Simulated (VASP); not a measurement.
# Cr (Im-3m) in VASP: single point with PBE

Aim: the single point of Cr with PBE.

All numbers are computed with VASP 6.6.1; they aren't measurements. Logs are shortened: lines on timing, memory, paths and dates and some standing lists are left out, and cuts for length are marked.

### 1 The cell of the first run

It takes space group Im-3m (No. 229, cubic). The conventional cell has a = 2.848 Å, b = 2.848 Å, c = 2.848 Å, α = 90.00°, β = 90.00°, γ = 90.00°. Cr (site symmetry m-3m) has 14 Cr at 2.47 to 2.85 Å within 3.3 Å.

### 2 Single point, PBE, collinear spin, ferromagnetic start

INCAR

```
PREC = Accurate
ENCUT = 520
EDIFF = 1E-7
ISMEAR = -1
SIGMA = 0.05
LREAL = False
LASPH = True
NELM = 150
ALGO = Normal
ISIF = 2
LWAVE = False
LCHARG = False
ISPIN = 2
MAGMOM = 2 2
LORBIT = 11
LMAXMIX = 4
GGA = PE
NBANDS = 23
```

KPOINTS

```
regular mesh
0
Gamma
  14 14 8
```

POSCAR

```
Cr
1.0
   -1.4242209428      1.4242209428      1.4242209428
    1.4242209428     -1.4242209428      1.4242209428
    2.8484418856      2.8484418856      0.0000000000
Cr
2
Direct
    0.0000000000      0.0000000000      0.0000000000
    0.5000000000      0.5000000000      0.5000000000
```

Potentials or basis: VASP PAW PBE potentials, release 64 (Cr_pv).

On the command line:

```console
$ cat potpaw_PBE.64/Cr_pv/POTCAR > POTCAR
$ mpirun -np 1 vasp_std > vasp.out
```

OUTCAR:

```text
PREC = Accurate
   ENCUT = 520
   EDIFF = 1E-7
   ISMEAR = -1
   LREAL = False
   LASPH = True
   NELM = 150
   ISIF = 2
   ISPIN = 2
   LORBIT = 11
   GGA = PE

 ion  position               nearest neighbor table
   1  0.000  0.000  0.000-   2 2.47   2 2.47   2 2.47   2 2.47   2 2.85   2 2.85   2 2.85   2 2.85

   2  0.500  0.500  0.500-   1 2.47   1 2.47   1 2.47   1 2.47   1 2.85   1 2.85   1 2.85   1 2.85

  LATTYP: Found a base centered orthorhombic cell.
 ALAT       =     2.8484418856
 B/A-ratio  =     1.4142135624
 C/A-ratio  =     1.4142135624

  Lattice vectors:

 A1 = (  -1.4242209428,   1.4242209428,   1.4242209428)
 A2 = (   1.4242209428,  -1.4242209428,   1.4242209428)
 A3 = (   2.8484418856,   2.8484418856,   0.0000000000)

Analysis of symmetry for initial positions (statically):
=====================================================================
 Subroutine PRICEL returns following result:

  LATTYP: Found a body centered cubic cell.
 ALAT       =     2.8484418856

  Lattice vectors:

 A1 = (  -1.4242209428,   1.4242209428,  -1.4242209428)
 A2 = (  -1.4242209428,  -1.4242209428,   1.4242209428)
 A3 = (   1.4242209428,   1.4242209428,   1.4242209428)

   2 primitive cells build up your supercell.

 Routine SETGRP: Setting up the symmetry group for a
 base centered orthorhombic supercell.

 Subroutine GETGRP returns: Found  8 space group operations
 (whereof  8 operations were pure point group operations)
 out of a pool of  8 trial point group operations.

The static configuration has the point symmetry D_2h.

Analysis of symmetry for dynamics (positions and initial velocities):
=====================================================================
 Subroutine PRICEL returns following result:

  LATTYP: Found a body centered cubic cell.
 ALAT       =     2.8484418856

  Lattice vectors:

 A1 = (  -1.4242209428,   1.4242209428,  -1.4242209428)
 A2 = (  -1.4242209428,  -1.4242209428,   1.4242209428)
 A3 = (   1.4242209428,   1.4242209428,   1.4242209428)

   2 primitive cells build up your supercell.

 Routine SETGRP: Setting up the symmetry group for a
 base centered orthorhombic supercell.

 Subroutine GETGRP returns: Found  8 space group operations
 (whereof  8 operations were pure point group operations)
 out of a pool of  8 trial point group operations.

The dynamic configuration has the point symmetry D_2h.

Analysis of structural, dynamic, and magnetic symmetry:
=====================================================================
 Subroutine PRICEL returns following result:

  LATTYP: Found a body centered cubic cell.
 ALAT       =     2.8484418856

  Lattice vectors:

 A1 = (  -1.4242209428,   1.4242209428,  -1.4242209428)
 A2 = (  -1.4242209428,  -1.4242209428,   1.4242209428)
 A3 = (   1.4242209428,   1.4242209428,   1.4242209428)

   2 primitive cells build up your supercell.

 Routine SETGRP: Setting up the symmetry group for a
 base centered orthorhombic supercell.

 Subroutine GETGRP returns: Found  8 space group operations
 (whereof  8 operations were pure point group operations)
 out of a pool of  8 trial point group operations.

The overall configuration has the point symmetry D_2h.

 Subroutine INISYM returns: Found  8 space group operations
 (whereof  8 operations are pure point group operations),
 and found     2 'primitive' translations

----------------------------------------------------------------------------------------

                                     Primitive cell

  volume of cell :      11.5556

  direct lattice vectors                    reciprocal lattice vectors
    -1.424220943  1.424220943 -1.424220943    -0.351069125  0.351069125  0.000000000
    -1.424220943 -1.424220943  1.424220943    -0.351069125  0.000000000  0.351069125
     1.424220943  1.424220943  1.424220943     0.000000000  0.351069125  0.351069125

  length of vectors
     2.466823034  2.466823034  2.466823034     0.496486718  0.496486718  0.496486718

  position of ions in fractional coordinates (direct lattice)
     0.000000000  0.000000000  0.000000000

  ion indices of the primitive-cell ions
   primitive index   ion index
                 1           1

----------------------------------------------------------------------------------------

 KPOINTS: regular mesh

Automatic generation of k-mesh.
 Grid dimensions read from file:
 generate k-points for:   14   14    8

 Generating k-lattice:

  Cartesian coordinates                     Fractional coordinates (reciprocal lattice)
    -0.012538183  0.012538183  0.025076366     0.071428571  0.000000000  0.000000000
     0.012538183 -0.012538183  0.025076366     0.000000000  0.071428571  0.000000000
     0.021941820  0.021941820  0.000000000     0.000000000  0.000000000  0.125000000

  Length of vectors
     0.030712151  0.030712151  0.031030420

  Shift w.r.t. Gamma in fractional coordinates (k-lattice)
     0.000000000  0.000000000  0.000000000

 Subroutine IBZKPT returns following result:
 ===========================================

 Found    285 irreducible k-points:

 Following reciprocal coordinates:
            Coordinates               Weight
  0.000000  0.000000  0.000000      1.000000
  0.071429  0.000000  0.000000      4.000000
  0.142857  0.000000  0.000000      4.000000
  0.214286  0.000000  0.000000      4.000000
  0.285714  0.000000  0.000000      4.000000
  0.357143  0.000000  0.000000      4.000000
[... 16 lines left out ...]
  0.214286  0.142857  0.000000      4.000000
  0.285714  0.142857  0.000000      4.000000
 [... further k-points ...]
   k-points           NKPTS =    285   k-points in BZ     NKDIM =    285   number of bands    NBANDS=     23
   number of dos      NEDOS =    301   number of ions     NIONS =      2
   total plane-waves  NPLWV =   9720
   dimension x,y,z NGX =    18 NGY =   18 NGZ =   30
   dimension x,y,z NGXF=    36 NGYF=   36 NGZF=   60
   ions per type =               2
   NGX,Y,Z   is equivalent  to a cutoff of  12.13, 12.13, 12.38 a.u.
   NGXF,Y,Z  is equivalent  to a cutoff of  24.26, 24.26, 24.76 a.u.
 SYSTEM =  unknown system
   PREC   = accura    normal or accurate (medium, high low for compatibility)
   ISTART =      0    job   : 0-new  1-cont  2-samecut
   ICHARG =      2    charge: 1-file 2-atom 10-const
   ISPIN  =      2    spin polarized calculation?
   LNONCOLLINEAR =      F non collinear calculations
   LSORBIT =      F    spin-orbit coupling
   LASPH  =      T    aspherical Exc in radial PAW
   ENCUT  =  520.0 eV  38.22 Ry    6.18 a.u.   4.59  4.59  7.49*2*pi/ulx,y,z
   NELM   =    150;   NELMIN=  2; NELMDL= -5     # of ELM steps
   EDIFF  = 0.1E-06   stopping-criterion for ELM
   LREAL  =      F    real-space projection
   EDIFFG = 0.1E-05   stopping-criterion for IOM
   NSW    =      0    number of steps for IOM
   IBRION =     -1    ionic relax: 0-MD 1-quasi-New 2-CG
   NFREE  =      0    steps in history (QN), initial steepest desc. (CG)
   ISIF   =      2    stress and relaxation
   ISYM   =      2    0-nonsym 1-usesym 2-fastsym
   POTIM  = 0.5000    time-step for ionic-motion
   TEBEG  =    0.0;   TEEND  =   0.0 temperature during run
   PSTRESS=    0.0 pullay stress
   NELECT =      24.0000    total number of electrons
   NUPDOWN=      -1.0000    fix difference up-down
   EMIN   =  10.00;   EMAX   =-10.00  energy-range for DOS
   EFERMI =   0.00;   METHOD = LEGACY
   ISMEAR =    -1;   SIGMA  =   0.05  broadening in eV -4-tet -1-fermi 0-gaus
   EFERMI_NEDOS =   21; number of points for ismear=-14 and -15
   IALGO  =     38    algorithm
   IMIX   =      4    mixing-type and parameters
     AMIX     =   0.40;   BMIX     =  1.00
     AMIX_MAG =   1.60;   BMIX_MAG =  1.00
  volume/ion in A,a.u.               =      11.56        77.98
  Fermi-wavevector in a.u.,A,eV,Ry     =   1.657822  3.132829 37.393893  2.748374
  Thomas-Fermi vector in A             =   2.745509
   LORBIT       =     11    0 simple, 1 ext, 2 COOP (PROOUT), +10 PAW based schemes
   GGA     = PE    functional components
   LHFCALC =     F    Hartree Fock is set to
   AEXX    =    0.0000 exact exchange contribution
   IVDW    =     0    specifies the selected vdW correction
   LEPSILON=     F    determine dielectric tensor
   LRPA    =     F    only Hartree local field effects (RPA)
 spin polarized calculation
  energy-cutoff  :      520.00
  volume of cell :       23.11
 maximum number of plane-waves:       637
   NGX =  9   NGY =  9   NGZ = 15

 number of electron      23.9999990 magnetization       0.0001189

 number of electron      23.9999990 magnetization      -0.0000006

 Free energy of the ion-electron system (eV)
  ---------------------------------------------------
  ext. energy  EPLUGINS =         0.00000000
  ---------------------------------------------------
  free energy    TOTEN  =       -19.03373485 eV

  energy without entropy =      -19.01905844  energy(sigma->0) =      -19.02639664

 E-fermi :  11.0195     XC(G=0): -13.6713

 val. band max:       11.0176116045   @ k =   0.5000   0.4286   0.3750
 cond. band min:      11.0220539243   @ k =   0.0714   0.0714   0.0000
 fundamental gap:      0.0044423199
 Fermi energy:        11.0195357386

 spin component 1

 k-point     1 :       0.0000    0.0000    0.0000
  band No.  band energies     occupation
      1     -32.6678      1.00000
      2     -32.0478      1.00000
      3     -31.7690      1.00000
      4     -31.7628      1.00000
      5     -31.7599      1.00000
      6     -31.7535      1.00000
[... 613 lines left out ...]
     22      22.3403      0.00000
     23      25.5588      0.00000

 [... further k-points ...]

 spin component 2

 k-point     1 :       0.0000    0.0000    0.0000
  band No.  band energies     occupation
      1     -32.6679      1.00000
      2     -32.0478      1.00000
      3     -31.7690      1.00000
      4     -31.7628      1.00000
      5     -31.7599      1.00000
      6     -31.7535      1.00000
[... 613 lines left out ...]
     22      22.3403      0.00000
     23      25.5588      0.00000

 [... further k-points ...]

------------------------ aborting loop because EDIFF is reached ----------------------------------------

  FORCE on cell =-STRESS in cart. coord.  units (eV):
  Direction    XX          YY          ZZ          XY          YZ          ZX
  --------------------------------------------------------------------------------------
  -------------------------------------------------------------------------------------
  Total       -0.0565681     -0.0565681     -0.1414620     -0.0237142      0.0000000     -0.0000000
  in kB       -3.9215696     -3.9215696     -9.8068223     -1.6439834      0.0000000     -0.0000000
  external PRESSURE =      -5.8833205 kB  Pullay stress =       0.0000000 kB

 VOLUME and BASIS-vectors are now :
 -----------------------------------------------------------------------------
  energy-cutoff  :      520.00
  volume of cell :       23.11
      direct lattice vectors                 reciprocal lattice vectors
    -1.424220943  1.424220943  1.424220943    -0.175534562  0.175534562  0.351069125
     1.424220943 -1.424220943  1.424220943     0.175534562 -0.175534562  0.351069125
     2.848441886  2.848441886  0.000000000     0.175534562  0.175534562  0.000000000

 POSITION                                       TOTAL-FORCE (eV/Angst)
 -----------------------------------------------------------------------------------
      0.00000      0.00000      0.00000        -0.000000      0.000000     -0.000000
      1.42422      1.42422      1.42422         0.000000     -0.000000      0.000000
 -----------------------------------------------------------------------------------
    total drift:                               -0.000000      0.000000     -0.000000

  FREE ENERGIE OF THE ION-ELECTRON SYSTEM (eV)
  ---------------------------------------------------
  free  energy   TOTEN  =       -19.0337348458 eV

  energy  without entropy=      -19.0190584370  energy(sigma->0) =      -19.02639664

 total charge

# of ion       s       p       d       tot
------------------------------------------
    1        0.440   6.405   4.212  11.057
    2        0.440   6.405   4.212  11.057
--------------------------------------------------
tot          0.881  12.810   8.423  22.115

 magnetization (x)

# of ion       s       p       d       tot
------------------------------------------
    1        0.000   0.000  -0.000  -0.000
    2        0.000   0.000  -0.000  -0.000
--------------------------------------------------
tot          0.000   0.000  -0.000  -0.000
```

Wall time 1.8 min (1 thread of Intel Xeon Platinum 8559C (Emerald Rapids), shared host); peak memory 0.29 GiB.

What came out:

- Free energy: -19.0337 eV
- Pressure: -0.6 GPa
- Band gap on the k mesh: zero (filled and empty bands overlap)
- Net moment: 0.00 μB per cell
- Valence electrons inside the program's atomic spheres: Cr 11.06

Levels at points of the mesh, in eV from the Fermi level:
Spin up:
```tsv
k point	band 9	band 10	band 11	band 12	band 13	band 14	band 15	band 16
(0.00, 0.00, 0.00)	-2.51	-0.97	-0.96	-0.96	1.06	1.09	1.09	1.09
(0.50, 0.00, 0.00)	-2.44	-2.44	-1.68	-1.68	0.88	0.88	1.56	1.56
(0.50, 0.50, 0.00)	-4.36	-2.50	1.06	1.09	1.43	2.39	2.39	2.39
(0.00, 0.00, 0.50)	-1.79	-1.79	-1.27	-1.27	0.70	0.70	0.76	0.76
(0.50, 0.00, 0.50)	-2.51	-2.51	1.06	1.06	1.09	1.09	1.43	1.43
(0.50, 0.50, 0.50)	-2.84	-2.84	-0.54	-0.54	0.33	0.33	2.58	2.58
```
Spin down:
| k point | band 9 | band 10 | band 11 | band 12 | band 13 | band 14 | band 15 | band 16 |
| --- | --- | --- | --- | --- | --- | --- | --- | --- |
| (0.00, 0.00, 0.00) | -2.51 | -0.97 | -0.96 | -0.96 | 1.06 | 1.09 | 1.09 | 1.09 |
| (0.50, 0.00, 0.00) | -2.44 | -2.44 | -1.68 | -1.68 | 0.88 | 0.88 | 1.56 | 1.56 |
| (0.50, 0.50, 0.00) | -4.36 | -2.50 | 1.06 | 1.09 | 1.43 | 2.39 | 2.39 | 2.39 |
| (0.00, 0.00, 0.50) | -1.79 | -1.79 | -1.27 | -1.27 | 0.70 | 0.70 | 0.76 | 0.76 |
| (0.50, 0.00, 0.50) | -2.51 | -2.51 | 1.06 | 1.06 | 1.09 | 1.09 | 1.43 | 1.43 |
| (0.50, 0.50, 0.50) | -2.84 | -2.84 | -0.54 | -0.54 | 0.33 | 0.33 | 2.58 | 2.58 |

Caveat: an empty level that is flat over the whole mesh can mark a ghost state of the potentials, or a narrow d or f band.
